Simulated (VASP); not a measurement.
# GeSbTe3 (P6/mmm) in VASP: a series of runs

Runs on GeSbTe3. Level: PBE. Tasks: single point.

All numbers are computed with VASP 6.6.1; they aren't measurements. Logs are shortened: lines on timing, memory, paths and dates and some standing lists are left out, and cuts for length are marked.

## (1) The cell of the first run

The structure is hexagonal, space group P6/mmm (No. 191). Conventional cell: a = 6.026 Å, b = 6.026 Å, c = 5.732 Å, α = 90.00°, β = 90.00°, γ = 120.00°. Ge (site symmetry 6/mmm) has 2 Sb at 2.87 Å within 3.8 Å. Sb (site symmetry 6/mmm) has 2 Ge at 2.87 Å and 6 Te at 3.01 Å within 3.8 Å. Te (site symmetry mmm) has 2 Sb at 3.01 Å and 4 Te at 3.01 Å and 4 Ge at 4.16 Å within 4.2 Å.

The cell was generated, and may not be a known phase.

## (2) Single point, PBE

Contents of INCAR:

```
SYSTEM = GeSbTe3
PREC = Accurate ; ENCUT = 520
EDIFF = 1E-7 ; ISMEAR = 0
SIGMA = 0.1 ; LREAL = .FALSE.
LASPH = .TRUE. ; NELM = 100
ALGO = Normal ; ISIF = 2
LWAVE = .FALSE. ; LCHARG = .TRUE.
GGA = PE ; LELF = .TRUE.
LVHAR = .TRUE. ; NBANDS = 26
```

Contents of KPOINTS:

```
Automatic mesh
0
G
  3 3 4
  0 0 0
```

Contents of POSCAR:

```
GeSbTe3
1.0
    6.0257588200      0.0000000000      0.0000000000
   -3.0128794100      5.2184602200      0.0000000000
    0.0000000000      0.0000000000      5.7319461700
Ge Sb Te
1 1 3
Direct
    0.0000000000      0.0000000000      0.5000000000
    0.0000000000      0.0000000000      0.0000000000
    0.5000000000      0.0000000000      0.0000000000
    0.0000000000      0.5000000000      0.0000000000
    0.5000000000      0.5000000000      0.0000000000
```

Potentials or basis: VASP PAW PBE potentials, release 64 (Ge_d, Sb, Te).

Launch:

```
$ cat potpaw_PBE.64/Ge_d/POTCAR potpaw_PBE.64/Sb/POTCAR potpaw_PBE.64/Te/POTCAR > POTCAR
$ mpirun -np 1 vasp_std > vasp.out
```

OUTCAR:

```text
SYSTEM = GeSbTe3
   PREC = Accurate
   ENCUT = 520
   EDIFF = 1E-7
   ISMEAR = 0
   LREAL = .FALSE.
   LASPH = .TRUE.
   NELM = 100
   ISIF = 2
   GGA = PE

 ion  position               nearest neighbor table
   1  0.000  0.000  0.500-   2 2.87   2 2.87
   2  0.000  0.000  0.000-   1 2.87   1 2.87   3 3.01   3 3.01   4 3.01   4 3.01   5 3.01   5 3.01

   3  0.500  0.000  0.000-   2 3.01   2 3.01   5 3.01   5 3.01   4 3.01   4 3.01
   4  0.000  0.500  0.000-   5 3.01   5 3.01   2 3.01   2 3.01   3 3.01   3 3.01
   5  0.500  0.500  0.000-   4 3.01   4 3.01   2 3.01   3 3.01   3 3.01   2 3.01

  LATTYP: Found a hexagonal cell.
 ALAT       =     6.0257588200
 C/A-ratio  =     0.9512405560

  Lattice vectors:

 A1 = (   6.0257588200,   0.0000000000,   0.0000000000)
 A2 = (  -3.0128794100,   5.2184602200,   0.0000000000)
 A3 = (   0.0000000000,   0.0000000000,   5.7319461700)

Analysis of symmetry for initial positions (statically):
=====================================================================
 Subroutine PRICEL returns:
 Original cell was already a primitive cell.

 Routine SETGRP: Setting up the symmetry group for a
 hexagonal supercell.

 Subroutine GETGRP returns: Found 24 space group operations
 (whereof 24 operations were pure point group operations)
 out of a pool of 24 trial point group operations.

The static configuration has the point symmetry D_6h.

Analysis of symmetry for dynamics (positions and initial velocities):
=====================================================================
 Subroutine PRICEL returns:
 Original cell was already a primitive cell.

 Routine SETGRP: Setting up the symmetry group for a
 hexagonal supercell.

 Subroutine GETGRP returns: Found 24 space group operations
 (whereof 24 operations were pure point group operations)
 out of a pool of 24 trial point group operations.

The dynamic configuration has the point symmetry D_6h.

 Subroutine INISYM returns: Found 24 space group operations
 (whereof 24 operations are pure point group operations),
 and found     1 'primitive' translations

----------------------------------------------------------------------------------------

                                     Primitive cell

  volume of cell :     180.2421

  direct lattice vectors                    reciprocal lattice vectors
     6.025758820  0.000000000  0.000000000     0.165954203  0.095813703  0.000000000
    -3.012879410  5.218460220  0.000000000     0.000000000  0.191627407  0.000000000
     0.000000000  0.000000000  5.731946170     0.000000000  0.000000000  0.174460815

  length of vectors
     6.025758820  6.025758824  5.731946170     0.191627407  0.191627407  0.174460815

  position of ions in fractional coordinates (direct lattice)
     0.000000000  0.000000000  0.500000000
     0.000000000  0.000000000  0.000000000
     0.500000000  0.000000000  0.000000000
     0.000000000  0.500000000  0.000000000
     0.500000000  0.500000000  0.000000000

  ion indices of the primitive-cell ions
   primitive index   ion index
                 1           1
                 2           2
                 3           3
                 4           4
                 5           5

----------------------------------------------------------------------------------------

 KPOINTS: Automatic mesh

Automatic generation of k-mesh.
 Grid dimensions read from file:
 generate k-points for:    3    3    4

 Generating k-lattice:

  Cartesian coordinates                     Fractional coordinates (reciprocal lattice)
     0.055318068  0.031937901  0.000000000     0.333333333  0.000000000  0.000000000
     0.000000000  0.063875802  0.000000000     0.000000000  0.333333333  0.000000000
     0.000000000  0.000000000  0.043615204     0.000000000  0.000000000  0.250000000

  Length of vectors
     0.063875802  0.063875802  0.043615204

  Shift w.r.t. Gamma in fractional coordinates (k-lattice)
     0.000000000  0.000000000  0.000000000

 Subroutine IBZKPT returns following result:
 ===========================================

 Found      9 irreducible k-points:

 Following reciprocal coordinates:
            Coordinates               Weight
  0.000000  0.000000  0.000000      1.000000
  0.333333  0.000000  0.000000      6.000000
  0.333333  0.333333  0.000000      2.000000
  0.000000  0.000000  0.250000      2.000000
  0.333333  0.000000  0.250000     12.000000
  0.333333  0.333333  0.250000      4.000000
  0.000000  0.000000  0.500000      1.000000
  0.333333  0.000000  0.500000      6.000000
  0.333333  0.333333  0.500000      2.000000
   k-points           NKPTS =      9   k-points in BZ     NKDIM =      9   number of bands    NBANDS=     26
   number of dos      NEDOS =    301   number of ions     NIONS =      5
   total plane-waves  NPLWV = 110592
   dimension x,y,z NGX =    48 NGY =   48 NGZ =   48
   dimension x,y,z NGXF=    96 NGYF=   96 NGZF=   96
   ions per type =               1   1   3
   NGX,Y,Z   is equivalent  to a cutoff of  13.24, 13.24, 13.92 a.u.
   NGXF,Y,Z  is equivalent  to a cutoff of  26.49, 26.49, 27.84 a.u.
 SYSTEM =  GeSbTe3
   PREC   = accura    normal or accurate (medium, high low for compatibility)
   ISTART =      0    job   : 0-new  1-cont  2-samecut
   ICHARG =      2    charge: 1-file 2-atom 10-const
   ISPIN  =      1    spin polarized calculation?
   LNONCOLLINEAR =      F non collinear calculations
   LSORBIT =      F    spin-orbit coupling
   LASPH  =      T    aspherical Exc in radial PAW
   ENCUT  =  520.0 eV  38.22 Ry    6.18 a.u.  11.20 11.20 10.66*2*pi/ulx,y,z
   NELM   =    100;   NELMIN=  2; NELMDL= -5     # of ELM steps
   EDIFF  = 0.1E-06   stopping-criterion for ELM
   LREAL  =      F    real-space projection
   EDIFFG = 0.1E-05   stopping-criterion for IOM
   NSW    =      0    number of steps for IOM
   IBRION =     -1    ionic relax: 0-MD 1-quasi-New 2-CG
   NFREE  =      0    steps in history (QN), initial steepest desc. (CG)
   ISIF   =      2    stress and relaxation
   ISYM   =      2    0-nonsym 1-usesym 2-fastsym
   POTIM  = 0.5000    time-step for ionic-motion
   TEBEG  =    0.0;   TEEND  =   0.0 temperature during run
   PSTRESS=    0.0 pullay stress
   NELECT =      37.0000    total number of electrons
   NUPDOWN=      -1.0000    fix difference up-down
   EMIN   =  10.00;   EMAX   =-10.00  energy-range for DOS
   EFERMI =   0.00;   METHOD = LEGACY
   ISMEAR =     0;   SIGMA  =   0.10  broadening in eV -4-tet -1-fermi 0-gaus
   EFERMI_NEDOS =   21; number of points for ismear=-14 and -15
   IALGO  =     38    algorithm
   IMIX   =      4    mixing-type and parameters
     AMIX     =   0.40;   BMIX     =  1.00
     AMIX_MAG =   1.60;   BMIX_MAG =  1.00
  volume/ion in A,a.u.               =      36.05       243.27
  Fermi-wavevector in a.u.,A,eV,Ry     =   0.965732  1.824969 12.689317  0.932638
  Thomas-Fermi vector in A             =   2.095474
   LORBIT       =      0    0 simple, 1 ext, 2 COOP (PROOUT), +10 PAW based schemes
   GGA     = PE    functional components
   LHFCALC =     F    Hartree Fock is set to
   AEXX    =    0.0000 exact exchange contribution
   IVDW    =     0    specifies the selected vdW correction
   LEPSILON=     F    determine dielectric tensor
   LRPA    =     F    only Hartree local field effects (RPA)
 non-spin polarized calculation
 Gauss-broadening in eV      SIGMA  =   0.10
  energy-cutoff  :      520.00
  volume of cell :      180.24
 maximum number of plane-waves:      4881
 NGX is ok and might be reduce to    48
   NGX = 23   NGY = 23   NGZ = 21

 number of electron      37.0000005 magnetization

 Free energy of the ion-electron system (eV)
  ---------------------------------------------------
  ext. energy  EPLUGINS =         0.00000000
  ---------------------------------------------------
  free energy    TOTEN  =       -14.48519349 eV

  energy without entropy =      -14.47147697  energy(sigma->0) =      -14.47833523

 E-fermi :   4.3831     XC(G=0):  -8.3103

 val. band max:        4.1010780539   @ k =   0.0000   0.0000   0.5000
 cond. band min:       4.3946304540   @ k =   0.0000   0.0000   0.2500
 fundamental gap:      0.2935524001
 Fermi energy:         4.3830801401

 k-point     1 :       0.0000    0.0000    0.0000
  band No.  band energies     occupation
      1     -21.1953      2.00000
      2     -21.1953      2.00000
      3     -21.1102      2.00000
      4     -21.1102      2.00000
      5     -21.0941      2.00000
      6      -9.3844      2.00000
[... 18 lines left out ...]
     25       8.4106      0.00000
     26       9.3493      0.00000

 k-point     2 :       0.3333    0.0000    0.0000
  band No.  band energies     occupation
      1     -21.1953      2.00000
      2     -21.1953      2.00000
      3     -21.1102      2.00000
      4     -21.1102      2.00000
      5     -21.0941      2.00000
      6      -8.7844      2.00000
[... 18 lines left out ...]
     25       9.4599      0.00000
     26       9.5406      0.00000

 k-point     3 :       0.3333    0.3333    0.0000
  band No.  band energies     occupation
      1     -21.1953      2.00000
      2     -21.1953      2.00000
      3     -21.1102      2.00000
      4     -21.1102      2.00000
      5     -21.0942      2.00000
      6      -7.7322      2.00000
[... 18 lines left out ...]
     25       9.8665      0.00000
     26       9.8665      0.00000

 k-point     4 :       0.0000    0.0000    0.2500
  band No.  band energies     occupation
      1     -21.1953      2.00000
      2     -21.1953      2.00000
      3     -21.1102      2.00000
      4     -21.1102      2.00000
      5     -21.0943      2.00000
      6      -9.3611      2.00000
[... 18 lines left out ...]
     25       8.8857      0.00000
     26       9.4598      0.00000
[... 61 lines left out ...]
      1     -21.1953      2.00000
      2     -21.1953      2.00000
      3     -21.1103      2.00000
      4     -21.1103      2.00000
      5     -21.0944      2.00000
      6      -9.3373      2.00000
[... 18 lines left out ...]
     25      10.5914      0.00000
     26      10.8409      0.00000

 k-point     8 :       0.3333    0.0000    0.5000
  band No.  band energies     occupation
      1     -21.1953      2.00000
      2     -21.1953      2.00000
      3     -21.1103      2.00000
      4     -21.1103      2.00000
      5     -21.0944      2.00000
      6      -8.7393      2.00000
[... 18 lines left out ...]
     25       9.4298      0.00000
     26       9.5742      0.00000

 k-point     9 :       0.3333    0.3333    0.5000
  band No.  band energies     occupation
      1     -21.1953      2.00000
      2     -21.1953      2.00000
      3     -21.1103      2.00000
      4     -21.1103      2.00000
      5     -21.0944      2.00000
      6      -7.7179      2.00000
[... 18 lines left out ...]
     25       6.0287      0.00000
     26       9.9942      0.00000

------------------------ aborting loop because EDIFF is reached ----------------------------------------

  FORCE on cell =-STRESS in cart. coord.  units (eV):
  Direction    XX          YY          ZZ          XY          YZ          ZX
  --------------------------------------------------------------------------------------
  -------------------------------------------------------------------------------------
  Total       13.7239995     13.7239995     -4.7806703      0.0000000     -0.0000000      0.0000000
  in kB      121.9930392    121.9930394    -42.4955201      0.0000000     -0.0000000      0.0000000
  external PRESSURE =      67.1635195 kB  Pullay stress =       0.0000000 kB

 VOLUME and BASIS-vectors are now :
 -----------------------------------------------------------------------------
  energy-cutoff  :      520.00
  volume of cell :      180.24
      direct lattice vectors                 reciprocal lattice vectors
     6.025758820  0.000000000  0.000000000     0.165954203  0.095813703  0.000000000
    -3.012879410  5.218460220  0.000000000     0.000000000  0.191627407  0.000000000
     0.000000000  0.000000000  5.731946170     0.000000000  0.000000000  0.174460815

 POSITION                                       TOTAL-FORCE (eV/Angst)
 -----------------------------------------------------------------------------------
      0.00000      0.00000      2.86597        -0.000000      0.000000      0.000000
      0.00000      0.00000      0.00000        -0.000000      0.000000      0.000000
      3.01288      0.00000      0.00000        -0.000000      0.000000      0.000000
     -1.50644      2.60923      0.00000         0.000000      0.000000      0.000000
      1.50644      2.60923      0.00000        -0.000000      0.000000      0.000000
 -----------------------------------------------------------------------------------
    total drift:                                0.000000      0.000000      0.000000

  FREE ENERGIE OF THE ION-ELECTRON SYSTEM (eV)
  ---------------------------------------------------
  free  energy   TOTEN  =       -14.4851934936 eV

  energy  without entropy=      -14.4714769652  energy(sigma->0) =      -14.47833523
```

Run time: 1.7 min. Hardware: 1 thread of Intel Xeon 8259CL, shared host; peak memory 0.34 GiB.

Results:

```yaml
Free_energy: -14.4852 eV
Pressure: 6.7 GPa
Band_gap_on_the_k_mesh: zero (an odd number of electrons rules out a gap without spin polarisation)
```

Caveat: the k points lie up to 0.40 Å⁻¹ apart, too coarse for converged energies and pressures of a metal; spin-orbit coupling is left out, which moves the levels of the heavy elements.

## (3) Single point, PBE

This run uses another cell than the first one, of 38.75 Å³/atom.

Contents of INCAR:

```
ALGO = Normal
EDIFF = 1E-6
ENCUT = 520
GGA = PE
ISIF = 2
ISMEAR = 0
LASPH = True
LCHARG = False
LREAL = False
LWAVE = False
NBANDS = 26
NELM = 60
PREC = Accurate
SIGMA = 0.1
```

Contents of KPOINTS:

```
k-points
0
Gamma
  3 3 4
```

POSCAR: that of step 2 with these lines changed.

```diff
@@ -2,5 +2,5 @@
 1.0
-    6.0257588200      0.0000000000      0.0000000000
-   -3.0128794100      5.2184602200      0.0000000000
-    0.0000000000      0.0000000000      5.7319461700
+    6.4347293522      0.0000000000      0.0000000000
+   -3.2173646761      5.5726390855      0.0000000000
+    0.0000000000      0.0000000000      5.4038383285
 Ge Sb Te
```

Potentials or basis: VASP PAW PBE potentials, release 64 (Ge_d, Sb, Te).

Launch:

```
$ cat potpaw_PBE.64/Ge_d/POTCAR potpaw_PBE.64/Sb/POTCAR potpaw_PBE.64/Te/POTCAR > POTCAR
$ mpirun -np 1 vasp_std > vasp.out
```

It took 61 s on 1 thread of Intel Xeon 8259CL, shared host; peak memory 0.31 GiB.

Results (log left out):

| Property | Result |
| --- | --- |
| Free energy | -15.4804 eV |
| Pressure | 0.1 GPa |
| Band gap on the k mesh | zero (an odd number of electrons rules out a gap without spin polarisation) |

Levels at points of the mesh, in eV from the Fermi level:
| k point | band 14 | band 15 | band 16 | band 17 | band 18 | band 19 | band 20 | band 21 | band 22 | band 23 |
| --- | --- | --- | --- | --- | --- | --- | --- | --- | --- | --- |
| (0.00, 0.00, 0.00) | -4.31 | -1.58 | -0.08 | -0.08 | 0.49 | 0.49 | 1.54 | 2.32 | 2.32 | 3.80 |
| (0.00, 0.00, 0.50) | -2.56 | -0.47 | -0.47 | -0.22 | -0.22 | 1.56 | 1.89 | 1.96 | 1.99 | 1.99 |

Caveat: the k points lie up to 0.38 Å⁻¹ apart, too coarse for converged energies and pressures of a metal; spin-orbit coupling is left out, which moves the levels of the heavy elements.

The gap in the log of VASP goes by the Fermi energy; the results here count the filled bands.